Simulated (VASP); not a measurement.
Wanted: the native input for a VASP 6.6.1 run.

- Task: single point
- Functional: LDA
- Potentials or basis: VASP PAW LDA potentials, release 64 (In_d)
- Cutoff: 520 eV
- k mesh: 14 × 14 × 14
- Occupations: fermi-dirac, width 0.05 eV
- Spin: no spin polarisation
- Dipole correction: no
- Further INCAR settings: ALGO = Normal; EDIFF = 1e-06; NBANDS = 12

The structure of In lies in POSCAR:

```
In
1.0
   -1.6261500000      1.6261500000      2.4244710000
    1.6261500000     -1.6261500000      2.4244710000
    1.6261500000      1.6261500000     -2.4244710000
In
1
Direct
    0.0000000000      0.0000000000      0.0000000000
```

This cell differs from its parent crystal: zz strain of -2 %.

The input as run:

INCAR

```
SYSTEM = In
  ALGO = Normal
  EDIFF = 1E-6
  ENCUT = 520
  ISIF = 2
  ISMEAR = -1
  LASPH = .TRUE.
  LCHARG = .FALSE.
  LREAL = .FALSE.
  LWAVE = .FALSE.
  NBANDS = 12
  NELM = 80
  PREC = Accurate
  SIGMA = 0.05
```

KPOINTS

```
k-points
0
G
  14 14 14
  0 0 0
```

Potentials or basis: VASP PAW LDA potentials, release 64 (In_d).

The run is started by

```bash
$ cat potpaw_LDA.64/In_d/POTCAR > POTCAR
$ mpirun -np 1 vasp_std > vasp.out
```

It gave:

```json
{
 "Pressure": "-1.9 GPa"
}
```

Caveat: the cell differs from its parent crystal (zz strain of -2 %).

Run time: 68 s on 1 thread of Intel(R) Xeon(R) Platinum 8259CL CPU @ 2.50GHz (Skylake/Cascade Lake) (shared host), peak memory 0.19 GiB.
